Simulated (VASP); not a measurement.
Runs of VASP 6.6.1 on SrO. The structure is that of space group P6_3/mmc (No. 194), or close to it. The cells are those of the table. 

```tsv
level	cell	smearing	gap on the mesh (eV)	pressure (GPa)
PBE	a = 4.356, b = 4.356, c = 5.248 Å, angles 90.0, 90.0, 120.0°, 4 atoms	fermi-dirac 0.02 eV	(b)	-2.3
r2SCAN	a = 4.270, b = 4.270, c = 4.953 Å, angles 90.0, 90.0, 120.0°, 4 atoms	gaussian 0.01 eV	2.96	4.2
PBE	a = 4.270, b = 4.270, c = 5.144 Å, angles 90.0, 90.0, 120.0°, 4 atoms	fermi-dirac 0.02 eV	2.64	(a)
r2SCAN	a = 4.270, b = 4.270, c = 5.144 Å, angles 90.0, 90.0, 120.0°, 4 atoms	gaussian 0.01 eV	3.02	(c)
r2SCAN	a = 4.356, b = 4.356, c = 5.248 Å, angles 90.0, 90.0, 120.0°, 4 atoms	gaussian 0.01 eV	2.84	-3.6
```

Alike in all rows: task single point; potentials or basis VASP PAW PBE potentials, release 64 (Sr_sv, O); no spin polarisation; k mesh 12 × 12 × 6; cutoff (eV) 520.

Problem. Fill in the values left out.

Solution. (a) 1.7; (b) 2.45; (c) 0.5.

Caveats: the PAW data sets were made with another functional, which shifts forces and pressure a little (at least some runs); the cell stands under pressure (at least some runs); the cell stands under tension (at least some runs).

A k mesh can miss the band edges, and the runs leave out spin-orbit coupling on Sr.
